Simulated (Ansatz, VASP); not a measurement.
## Two plane-wave programs on ZnCd2S

INCAR

```
PREC = Accurate
ENCUT = 600
EDIFF = 1E-6
ISMEAR = 0
SIGMA = 0.1
LREAL = False
LASPH = True
NELM = 60
ALGO = Fast
ISIF = 3
LWAVE = False
LCHARG = False
GGA = PE
IBRION = 2
NSW = 100
EDIFFG = -0.01
```

File KPOINTS:

```
Automatic mesh
0
Gamma
  12 12 4
```

The input POSCAR:

```
ZnCd2S
1.0
    3.7335209786      0.0000000000      0.0000000000
   -1.8667604893      3.2333240131      0.0000000000
    0.0000000000      0.0000000000     14.4060682479
Zn Cd S
2 4 2
Direct
    0.0000000000      0.0000000000      0.0000000000
    0.0000000000      0.0000000000      0.5000000000
    0.3333333333      0.6666666667      0.1331192425
    0.6666666667      0.3333333333      0.6331192425
    0.6666666667      0.3333333333      0.8668807575
    0.3333333333      0.6666666667      0.3668807575
    0.3333333333      0.6666666667      0.7500000000
    0.6666666667      0.3333333333      0.2500000000
```

Input for Ansatz:

```yaml
crystal:
  lattice:
    - [3.7335209786, 0.0, 0.0]
    - [-1.8667604893, 3.2333240131, 0.0]
    - [0.0, 0.0, 14.4060682479]
  atoms:
    - { symbol: Zn, position: [0.0, 0.0, 0.0] }
    - { symbol: Zn, position: [0.0, 0.0, 0.5] }
    - { symbol: Cd, position: [0.3333333333, 0.6666666667, 0.1331192425] }
    - { symbol: Cd, position: [0.6666666667, 0.3333333333, 0.6331192425] }
    - { symbol: Cd, position: [0.6666666667, 0.3333333333, 0.8668807575] }
    - { symbol: Cd, position: [0.3333333333, 0.6666666667, 0.3668807575] }
    - { symbol: S, position: [0.3333333333, 0.6666666667, 0.75] }
    - { symbol: S, position: [0.6666666667, 0.3333333333, 0.25] }
basis:
  ecutwfc: 420
kpoints:
  mp_grid: { grid: [12, 12, 4] }
hamiltonian:
  xc: pbe
scf:
  occupations: { method: gaussian, width: 0.1 }
output:
  forces: true
  stress: true
  eigenvalues: true
relax:
  adjacent_minimum: "off"
  f_tol: 0.01
  max_steps: 80
  cell: { stress_tol: 0.05 }
```

Change from the starting cell: species swapped into the Nb2BS type (P6_3/mmc, No. 194).

Alike in both runs: task relaxation of cell and atoms; functional PBE; k mesh 12 × 12 × 4; occupations gaussian, width 0.1 eV; no spin polarisation.

|  | VASP | Ansatz |
| --- | --- | --- |
| version | VASP 6.6.1 | Ansatz 0.2.0 |
| potentials or method | VASP PAW PBE potentials, release 64 (Zn, Cd, S), cutoff 600 eV | scalar-relativistic, plane waves, PAW |
| valence electrons in the cell | 84 | 116 |

```csv
,VASP,Ansatz,Ansatz less VASP
"gap on the k mesh at the Fermi level, each at its own relaxed structure (eV)",none,none,-
relaxed volume (Å³/atom),21.98,21.89,-0.087
relaxed cell length with the largest relative difference (Å),3.750,3.743,-0.0067
```

A gap of «none» marks a metal or a gap that the smearing closes. VASP's potentials hold 84 valence electrons a cell and Ansatz's 116, so a difference there can come from the potentials and not from the codes.
